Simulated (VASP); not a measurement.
# KI (P4/mmm) in VASP: settings compared, part 2 of 2

VASP 6.6.1.

## Step 3: Single point, r2SCAN (uniaxial z strain -0.4%)

Contents of POSCAR:

```
KI
1.0
    4.2909401140      0.0000000000      0.0000000000
    0.0000000000      4.2909401140      0.0000000000
    0.0000000000      0.0000000000      4.2754927296
K I
1 1
Direct
    0.0000000000      0.0000000000      0.0000000000
    0.5000000000      0.5000000000      0.5000000000
```

Contents of INCAR.step1:

```
PREC     = Accurate       # precision mode
ENCUT    = 520            # plane-wave cutoff, eV
ISMEAR   = 0              # smearing method
SIGMA    = 0.01           # smearing width, eV
LREAL    = False          # projectors in reciprocal space
LASPH    = True           # aspherical terms in the spheres
NELM     = 80             # most SCF steps
NBANDS   = 15             # bands
GGA      = PE             # functional
ALGO     = Normal         # electronic algorithm
EDIFF    = 1E-4           # SCF threshold, eV
LWAVE    = True           # write WAVECAR
LCHARG   = False          # write CHGCAR
```

Contents of INCAR.step2:

```
PREC     = Accurate       # precision mode
ENCUT    = 520            # plane-wave cutoff, eV
EDIFF    = 1E-6           # SCF threshold, eV
ISMEAR   = 0              # smearing method
SIGMA    = 0.01           # smearing width, eV
LREAL    = False          # projectors in reciprocal space
LASPH    = True           # aspherical terms in the spheres
NELM     = 80             # most SCF steps
ALGO     = Normal         # electronic algorithm
ISIF     = 2              # what is computed and relaxed
LWAVE    = False          # write WAVECAR
LCHARG   = False          # write CHGCAR
METAGGA  = R2SCAN         # meta-GGA
LMIXTAU  = True         
NBANDS   = 15             # bands
ISTART   = 1
```

Contents of KPOINTS:

```
Automatic mesh
0
Gamma
  6 6 6
```

Potentials or basis: VASP PAW PBE potentials, release 64 (K_sv, I).

Launch:

```bash
$ cat potpaw_PBE.64/K_sv/POTCAR potpaw_PBE.64/I/POTCAR > POTCAR
$ cp INCAR.step1 INCAR
$ mpirun -np 1 vasp_std > vasp.out
$ cp INCAR.step2 INCAR
$ mpirun -np 1 vasp_std > vasp.out
```

OUTCAR:

```text
PREC = Accurate
   ENCUT = 520
   EDIFF = 1E-6
   ISMEAR = 0
   LREAL = False
   LASPH = True
   NELM = 80
   ISIF = 2
   METAGGA = R2SCAN
   ISTART = 1

 ion  position               nearest neighbor table
   1  0.000  0.000  0.000-
   2  0.500  0.500  0.500-

  LATTYP: Found a simple tetragonal cell.
 ALAT       =     4.2909401140
 C/A-ratio  =     0.9964000000

  Lattice vectors:

 A1 = (   4.2909401140,   0.0000000000,   0.0000000000)
 A2 = (   0.0000000000,   4.2909401140,   0.0000000000)
 A3 = (   0.0000000000,   0.0000000000,   4.2754927296)

Analysis of symmetry for initial positions (statically):
=====================================================================
 Subroutine PRICEL returns:
 Original cell was already a primitive cell.

 Routine SETGRP: Setting up the symmetry group for a
 simple tetragonal supercell.

 Subroutine GETGRP returns: Found 16 space group operations
 (whereof 16 operations were pure point group operations)
 out of a pool of 16 trial point group operations.

The static configuration has the point symmetry D_4h.

Analysis of symmetry for dynamics (positions and initial velocities):
[... 167 lines left out ...]
 k-point     1 :       0.0000    0.0000    0.0000
  band No.  band energies     occupation
      1     -29.9790      2.00000
      2     -12.6614      2.00000
      3     -12.6613      2.00000
      4     -12.6613      2.00000
      5     -10.8990      2.00000
      6       0.2223      2.00000
      7       0.2223      2.00000
      8       0.2483      2.00000
      9       4.6530      0.00000
     10       5.8417      0.00000
     11       5.8588      0.00000
     12       9.6895      0.00000
     13       9.7147      0.00000
     14       9.7147      0.00000
[... 401 lines left out ...]
      2     -12.7622      2.00000
      3     -12.7214      2.00000
      4     -12.6434      2.00000
      5     -10.5347      2.00000
      6      -1.3074      2.00000
      7      -0.8510      2.00000
      8       0.5168      2.00000
      9       5.5544      0.00000
     10       7.0092      0.00000
     11       8.2487      0.00000
     12       8.4052      0.00000
     13       9.1151      0.00000
     14      10.0831      0.00000
     15      10.8284      0.00000

 [... further k-points ...]
[... 5 lines left out ...]
  --------------------------------------------------------------------------------------
  -------------------------------------------------------------------------------------
  Total        0.0116489      0.0116489      0.0699062      0.0000000      0.0000000      0.0000000
  in kB        0.2370844      0.2370844      1.4227722      0.0000000      0.0000000      0.0000000
  external PRESSURE =       0.6323137 kB  Pullay stress =       0.0000000 kB

 VOLUME and BASIS-vectors are now :
 -----------------------------------------------------------------------------
  energy-cutoff  :      520.00
  volume of cell :       78.72
      direct lattice vectors                 reciprocal lattice vectors
     4.290940114  0.000000000  0.000000000     0.233049163  0.000000000  0.000000000
     0.000000000  4.290940114  0.000000000     0.000000000  0.233049163  0.000000000
     0.000000000  0.000000000  4.275492730     0.000000000  0.000000000  0.233891171

 POSITION                                       TOTAL-FORCE (eV/Angst)
 -----------------------------------------------------------------------------------
      0.00000      0.00000      0.00000         0.000000      0.000000      0.000000
      2.14547      2.14547      2.13775         0.000000      0.000000      0.000000
 -----------------------------------------------------------------------------------
    total drift:                                0.000000      0.000000     -0.000000

  FREE ENERGIE OF THE ION-ELECTRON SYSTEM (eV)
  ---------------------------------------------------
  free  energy   TOTEN  =       -33.8640716862 eV

  energy  without entropy=      -33.8640716862  energy(sigma->0) =      -33.86407169
```

OUTCAR.step1:

```text
PREC = Accurate
   ENCUT = 520
   ISMEAR = 0
   LREAL = False
   LASPH = True
[... 655 lines left out ...]
      0.00000      0.00000      0.00000         0.000000      0.000000      0.000000
      2.14547      2.14547      2.13775         0.000000      0.000000      0.000000
 -----------------------------------------------------------------------------------
    total drift:                                0.000000      0.000000     -0.000000

  FREE ENERGIE OF THE ION-ELECTRON SYSTEM (eV)
  ---------------------------------------------------
  free  energy   TOTEN  =        -5.4197841515 eV

  energy  without entropy=       -5.4197841515  energy(sigma->0) =       -5.41978415
```

OSZICAR.step1:

```text
N       E                     dE             d eps       ncg     rms          rms(c)
DAV:   1     0.901033287087E+02    0.90103E+02   -0.65627E+03  1200   0.913E+02
DAV:   2    -0.248431836561E+00   -0.90352E+02   -0.83654E+02  1523   0.218E+02
DAV:   3    -0.532321862728E+01   -0.50748E+01   -0.50494E+01  1717   0.447E+01
DAV:   4    -0.552625457788E+01   -0.20304E+00   -0.20299E+00  1819   0.814E+00
DAV:   5    -0.552789626366E+01   -0.16417E-02   -0.16417E-02  1737   0.776E-01    0.270E+00
DAV:   6    -0.543656820668E+01    0.91328E-01   -0.65336E-02  1564   0.174E+00    0.194E+00
DAV:   7    -0.541711911153E+01    0.19449E-01   -0.90009E-02  1599   0.174E+00    0.739E-01
DAV:   8    -0.541959686093E+01   -0.24777E-02   -0.13322E-02  1331   0.759E-01    0.156E-01
DAV:   9    -0.541972458722E+01   -0.12773E-03   -0.57417E-04  1725   0.160E-01    0.724E-02
DAV:  10    -0.541978415147E+01   -0.59564E-04   -0.90541E-05  1173   0.631E-02
   1 F= -.54197842E+01 E0= -.54197842E+01  d E =-.904840E-26
```

It took 2.1 min on 1 thread of AMD EPYC 7R43 (Zen 3), shared host; peak memory 0.17 GiB.

Results:

- Free energy: -33.8641 eV
- Pressure: 0.1 GPa
- Band gap on the k mesh: 4.04 eV, indirect (least direct gap 4.40 eV)

Stress tensor (GPa, compression positive):
```
0.02 0.00 0.00
0.00 0.02 0.00
0.00 0.00 0.14
```

Caveat: the cell differs from its parent crystal (uniaxial z strain -0.4%); the PAW data sets were made with another functional, which shifts forces and pressure a little; spin-orbit coupling is left out, which moves the levels of the heavy elements. A k mesh can miss the band edges.
